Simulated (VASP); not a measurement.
Input of a VASP 6.6.1 run:

The input INCAR:

```
ALGO = Normal ; EDIFF = 1E-7
EDIFFG = -0.04 ; ENCUT = 600
GGA = PE ; IBRION = 2
ISIF = 3 ; ISMEAR = 0
LASPH = T ; LCHARG = F
LREAL = F ; LWAVE = F
NELM = 100 ; NSW = 90
PREC = Accurate ; SIGMA = 0.1
```

The input KPOINTS:

```
k-points
0
Gamma
  6 6 6
```

POSCAR

```
HfC
1.0
    0.0000000000      2.7089274600      2.7089274600
    2.7089274600      0.0000000000      2.7089274600
    2.7089274600      2.7089274600      0.0000000000
Hf C
1 1
Direct
    0.7500000000      0.7500000000      0.7500000000
    0.0000000000      0.0000000000      0.0000000000
```

Potentials or basis: VASP PAW PBE potentials, release 64 (Hf_pv, C).

The run is started by

```bash
$ cat potpaw_PBE.64/Hf_pv/POTCAR potpaw_PBE.64/C/POTCAR > POTCAR
$ mpirun -np 1 vasp_std > vasp.out
```

Question: Estimate the relaxed volume.

Answer: 16.01 Å³/atom.

Question: What does it give for the relaxed cell?

Answer: a = 3.565 Å, b = 3.565 Å, c = 3.565 Å, α = 60.00°, β = 60.00°, γ = 60.00°.

Final structure:
```cif
data_structure
_symmetry_space_group_name_H-M 'P 1'
_symmetry_Int_Tables_number 1
_cell_length_a 3.5646
_cell_length_b 3.5646
_cell_length_c 3.5646
_cell_angle_alpha 60.000
_cell_angle_beta 60.000
_cell_angle_gamma 60.000
_cell_volume 32.03
loop_
_atom_site_label
_atom_site_type_symbol
_atom_site_fract_x
_atom_site_fract_y
_atom_site_fract_z
_atom_site_occupancy
Hf1 Hf 0.75000 0.75000 0.75000 1
C1 C 0.00000 0.00000 0.00000 1
```

Caveat: the volume moved by over 15 % at a fixed basis, so the end points are rough.
